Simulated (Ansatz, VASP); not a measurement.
## One calculation of C, two programs

```
C
1.0
     0.00000    4.54936    2.26314
     2.18958    0.00000    2.26314
     2.18958    4.54936    0.00000
C
6
Direct
  0.21425 0.21425 0.28575
  0.96425 0.96425 0.03575
  0.92044 0.60717 0.34475
  0.60717 0.92044 0.12764
  0.12236 0.90525 0.64283
  0.90525 0.12236 0.32956
```

Alike in both runs: functional PBE; k mesh 6 × 6 × 6; occupations gaussian, width 0.1 eV; no spin polarisation.

Ansatz relaxed the structure, and its values are those at the end. VASP's run is a single point on that final structure, the one shown.

|  | VASP | Ansatz |
| --- | --- | --- |
| version | VASP 6.6.1 | Ansatz 0.2.0 |
| potentials or method | VASP PAW PBE potentials, release 64 (C), cutoff 520 eV | scalar-relativistic, plane waves, PAW |
| valence electrons in the cell | 24 | 24 |

```tsv
	VASP	Ansatz	Ansatz less VASP
gap on the k mesh at the Fermi level (eV)	1.78	1.79	+0.002
least direct gap on the mesh (eV)	1.78	1.79	+0.002
pressure (GPa)	0.5	0.1	-0.41
rms of the force components (eV/Å)	0.013	0.001	-0.0116
```

The functional is the same, so the differences come from potentials, cutoffs and numerics.
